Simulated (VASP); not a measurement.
Crystal: SiC.

```
CELL_PARAMETERS angstrom
0.00000 2.17805 2.17805
2.17805 0.00000 2.17805
2.17805 2.17805 0.00000
ATOMIC_POSITIONS crystal
Si 0.25000 0.25000 0.25000
C 0.00000 0.00000 0.00000
```

Base run:

```yaml
Program: VASP 6.6.1
Functional: PBE0
Potentials_or_basis: VASP PAW PBE potentials, release 64 (Si, C)
Cutoff: 520 eV
k_mesh: 8 × 8 × 8
Occupations: gaussian, width 0.01 eV
Spin: no spin polarisation
```

Its results: band gap on the k mesh 2.96 eV, indirect (least direct gap 6.48 eV).

Question: The run is repeated on the same cell with these changes: functional from PBE0 to PBE; further incar settings from ALGO = Normal; EDIFF = 1e-06; NBANDS = 11 to ALGO = Normal; EDIFF = 1e-08. What comes out?

Answer: Band gap on the k mesh 1.35 eV, indirect (least direct gap 4.54 eV).

A k mesh can miss the band edges.
